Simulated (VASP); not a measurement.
# MgO (P6_3mc) in VASP: further runs, part 2 of 2

VASP 6.6.1.

### Step 4. Single point, PBE (volume 11.269 Å^3 an atom, c/a of the conventional cell 2.6717)

Contents of INCAR:

```
SYSTEM = MgO
PREC = Accurate
ENCUT = 520
EDIFF = 1E-6
ISMEAR = 0
SIGMA = 0.05
LREAL = .False.
LASPH = .True.
NELM = 100
ALGO = Normal
ISIF = 2
LWAVE = .False.
LCHARG = .False.
GGA = PE
NBANDS = 26
```

Contents of KPOINTS:

```
regular mesh
0
Gamma
  9 9 4
  0 0 0
```

Contents of POSCAR:

```
MgO
1.0
    3.3901507824      0.0000000000      0.0000000000
   -1.6950753912      2.9359567002      0.0000000000
    0.0000000000      0.0000000000      9.0574658453
Mg O
4 4
Direct
    0.3333333333      0.6666666667      0.9694906392
    0.0000000000      0.0000000000      0.2208211786
    0.0000000000      0.0000000000      0.7208211786
    0.6666666667      0.3333333333      0.4694906392
    0.3333333333      0.6666666667      0.7800420079
    0.0000000000      0.0000000000      0.5296443544
    0.0000000000      0.0000000000      0.0296443544
    0.6666666667      0.3333333333      0.2800420079
```

Potentials or basis: VASP PAW PBE potentials, release 64 (Mg, O).

On the command line:

```sh
$ cat potpaw_PBE.64/Mg/POTCAR potpaw_PBE.64/O/POTCAR > POTCAR
$ mpirun -np 1 vasp_std > vasp.out
```

OUTCAR:

```text
SYSTEM = MgO
   PREC = Accurate
   ENCUT = 520
   EDIFF = 1E-6
   ISMEAR = 0
   LREAL = .False.
   LASPH = .True.
   NELM = 100
   ISIF = 2
   GGA = PE

 ion  position               nearest neighbor table
   1  0.333  0.667  0.969-   5 1.72   7 2.03   7 2.03   7 2.03   3 2.98   3 2.98   3 2.98   2 3.00
                             2 3.00   2 3.00
   2  0.000  0.000  0.221-   7 1.73   8 2.03   8 2.03   8 2.03   6 2.80   4 2.98   4 2.98   4 2.98
                             1 3.00   1 3.00   1 3.00
   3  0.000  0.000  0.721-   6 1.73   5 2.03   5 2.03   5 2.03   7 2.80   1 2.98   1 2.98   1 2.98
                             4 3.00   4 3.00   4 3.00
   4  0.667  0.333  0.469-   8 1.72   6 2.03   6 2.03   6 2.03   2 2.98   2 2.98   2 2.98   3 3.00
                             3 3.00   3 3.00
   5  0.333  0.667  0.780-   1 1.72   3 2.03   3 2.03   3 2.03
   6  0.000  0.000  0.530-   3 1.73   4 2.03   4 2.03   4 2.03   2 2.80
   7  0.000  0.000  0.030-   2 1.73   1 2.03   1 2.03   1 2.03   3 2.80
   8  0.667  0.333  0.280-   4 1.72   2 2.03   2 2.03   2 2.03

  LATTYP: Found a hexagonal cell.
 ALAT       =     3.3901507824
 C/A-ratio  =     2.6717000000

  Lattice vectors:

 A1 = (   3.3901507824,   0.0000000000,   0.0000000000)
 A2 = (  -1.6950753912,   2.9359567002,   0.0000000000)
 A3 = (   0.0000000000,   0.0000000000,   9.0574658453)

Analysis of symmetry for initial positions (statically):
=====================================================================
 Subroutine PRICEL returns:
 Original cell was already a primitive cell.

 Routine SETGRP: Setting up the symmetry group for a
 hexagonal supercell.

 Subroutine GETGRP returns: Found 12 space group operations
 (whereof  6 operations were pure point group operations)
 out of a pool of 24 trial point group operations.

The static configuration has the point symmetry C_3v.
 The point group associated with its full space group is C_6v.

Analysis of symmetry for dynamics (positions and initial velocities):
=====================================================================
 Subroutine PRICEL returns:
 Original cell was already a primitive cell.

[... 143 lines left out ...]
  Thomas-Fermi vector in A             =   2.295728
   LORBIT       =      0    0 simple, 1 ext, 2 COOP (PROOUT), +10 PAW based schemes
   GGA     = PE    functional components
   LHFCALC =     F    Hartree Fock is set to
   AEXX    =    0.0000 exact exchange contribution
   IVDW    =     0    specifies the selected vdW correction
   LEPSILON=     F    determine dielectric tensor
   LRPA    =     F    only Hartree local field effects (RPA)
 non-spin polarized calculation
 Gauss-broadening in eV      SIGMA  =   0.05
  energy-cutoff  :      520.00
  volume of cell :       90.15
 maximum number of plane-waves:      2457
 NGX is ok and might be reduce to    28
   NGX = 13   NGY = 13   NGZ = 33

 number of electron      32.0000000 magnetization

 Free energy of the ion-electron system (eV)
  ---------------------------------------------------
  ext. energy  EPLUGINS =         0.00000000
  ---------------------------------------------------
  free energy    TOTEN  =       -44.72279007 eV

  energy without entropy =      -44.72279007  energy(sigma->0) =      -44.72279007

 E-fermi :   1.7478     XC(G=0):  -9.9296

 val. band max:        1.4875554260   @ k =   0.0000   0.0000   0.0000
 cond. band min:       4.9316561259   @ k =   0.0000   0.0000   0.0000
 fundamental gap:      3.4441006999
 Fermi energy:         1.7478080205

 k-point     1 :       0.0000    0.0000    0.0000
  band No.  band energies     occupation
      1     -15.0108      2.00000
      2     -14.5449      2.00000
      3     -14.4209      2.00000
      4     -13.9198      2.00000
      5      -1.6108      2.00000
      6      -0.6082      2.00000
[... 685 lines left out ...]
     25      14.4282      0.00000
     26      14.6989      0.00000

 [... further k-points ...]
[... 5 lines left out ...]
  --------------------------------------------------------------------------------------
  -------------------------------------------------------------------------------------
  Total       -1.6515997     -1.6515997     33.1838893      0.0000000      0.0000000      0.0000000
  in kB      -29.3521556    -29.3521556    589.7426023      0.0000000      0.0000000      0.0000000
  external PRESSURE =     177.0127637 kB  Pullay stress =       0.0000000 kB

 VOLUME and BASIS-vectors are now :
 -----------------------------------------------------------------------------
  energy-cutoff  :      520.00
  volume of cell :       90.15
      direct lattice vectors                 reciprocal lattice vectors
     3.390150782  0.000000000  0.000000000     0.294972131  0.170302239  0.000000000
    -1.695075391  2.935956700  0.000000000     0.000000000  0.340604478  0.000000000
     0.000000000  0.000000000  9.057465845     0.000000000  0.000000000  0.110406157

 POSITION                                       TOTAL-FORCE (eV/Angst)
 -----------------------------------------------------------------------------------
     -0.00000      1.95730      8.78113         0.000000      0.000000      3.932678
      0.00000      0.00000      2.00008         0.000000      0.000000      3.979566
      0.00000      0.00000      6.52881        -0.000000     -0.000000      3.979566
      1.69508      0.97865      4.25240        -0.000000      0.000000      3.932678
     -0.00000      1.95730      7.06520         0.000000      0.000000     -4.060445
      0.00000      0.00000      4.79724         0.000000      0.000000     -3.851798
      0.00000      0.00000      0.26850         0.000000      0.000000     -3.851798
      1.69508      0.97865      2.53647         0.000000      0.000000     -4.060445
 -----------------------------------------------------------------------------------
    total drift:                                0.000000      0.000000     -0.005333

  FREE ENERGIE OF THE ION-ELECTRON SYSTEM (eV)
  ---------------------------------------------------
  free  energy   TOTEN  =       -44.7227900710 eV

  energy  without entropy=      -44.7227900710  energy(sigma->0) =      -44.72279007
```

OSZICAR:

```text
N       E                     dE             d eps       ncg     rms          rms(c)
DAV:   1     0.144639787354E+03    0.14464E+03   -0.14517E+04  1872   0.107E+03
DAV:   2    -0.433472875902E+02   -0.18799E+03   -0.17700E+03  2430   0.240E+02
DAV:   3    -0.541440594284E+02   -0.10797E+02   -0.10741E+02  2368   0.570E+01
DAV:   4    -0.542087473320E+02   -0.64688E-01   -0.64668E-01  2186   0.515E+00
DAV:   5    -0.542091375227E+02   -0.39019E-03   -0.39011E-03  2416   0.399E-01    0.173E+01
DAV:   6    -0.448714615917E+02    0.93377E+01   -0.32445E+01  1998   0.334E+01    0.541E+00
DAV:   7    -0.447659353002E+02    0.10553E+00   -0.49473E-01  2036   0.436E+00    0.325E+00
DAV:   8    -0.447242292296E+02    0.41706E-01   -0.20362E-01  2196   0.412E+00    0.575E-01
DAV:   9    -0.447209494745E+02    0.32798E-02   -0.20506E-02  2360   0.940E-01    0.187E-01
DAV:  10    -0.447227967449E+02   -0.18473E-02   -0.35131E-03  2050   0.355E-01    0.127E-01
DAV:  11    -0.447227668263E+02    0.29919E-04   -0.76141E-04  2088   0.192E-01    0.217E-02
DAV:  12    -0.447227880038E+02   -0.21177E-04   -0.36320E-05  2130   0.455E-02    0.875E-03
DAV:  13    -0.447227901653E+02   -0.21615E-05   -0.63666E-06  2148   0.172E-02    0.495E-03
DAV:  14    -0.447227900710E+02    0.94270E-07   -0.15821E-06  1614   0.912E-03
   1 F= -.44722790E+02 E0= -.44722790E+02  d E =-.149795E-15
```

stdout:

```text
POSCAR found type information on POSCAR MgO
 POSCAR found :  2 types and       8 ions
 scaLAPACK will be used
 LDA part: xc-table for (Slater+PW92), standard interpolation
 POSCAR, INCAR and KPOINTS ok, starting setup
 FFT: planning ... GRIDC
 FFT: planning ... GRID_SOFT
 FFT: planning ... GRID
 WAVECAR not read
 entering main loop
```

It took 44 s on 1 thread of Intel Xeon 6975P-C (Granite Rapids), shared host; peak memory 0.25 GiB.

What came out:

```
Free energy            : -44.7228 eV
Pressure               : 17.7 GPa
Largest force          : 4.060 eV/Å
Band gap on the k mesh : 3.44 eV, direct
```

Forces in eV/Å, atoms in the order of the input:
```
Mg   0.000  0.000  3.933
Mg   0.000  0.000  3.980
Mg   0.000  0.000  3.980
Mg   0.000  0.000  3.933
O    0.000  0.000 -4.060
O    0.000  0.000 -3.852
O    0.000  0.000 -3.852
O    0.000  0.000 -4.060
```

Caveat: forces of over 1 eV/Å act on the atoms, so gaps and moduli don't describe the material at rest. A k mesh can miss the band edges.

### Step 5. The runs side by side

```csv
cell,gap on the mesh (eV),pressure (GPa),largest force (eV/Å)
"a = 3.144, b = 3.144, c = 10.075 Å, angles 90.0, 90.0, 120.0°, 8 atoms",4.19,18.7,0.06
"a = 3.273, b = 3.273, c = 9.293 Å, angles 90.0, 90.0, 120.0°, 8 atoms",3.85,21.6,2.68
"a = 3.390, b = 3.390, c = 9.057 Å, angles 90.0, 90.0, 120.0°, 8 atoms",3.44,17.7,4.06
```

Alike in all rows: task single point; level PBE; potentials or basis VASP PAW PBE potentials, release 64 (Mg, O); no spin polarisation; k mesh 9 × 9 × 4; cutoff (eV) 520; smearing gaussian 0.05 eV.

Caveats: forces of over 1 eV/Å act on the atoms, so gaps and moduli don't describe the material at rest (some runs).

Total energies depend on the potentials used, so only differences within one code and one set of settings carry meaning.
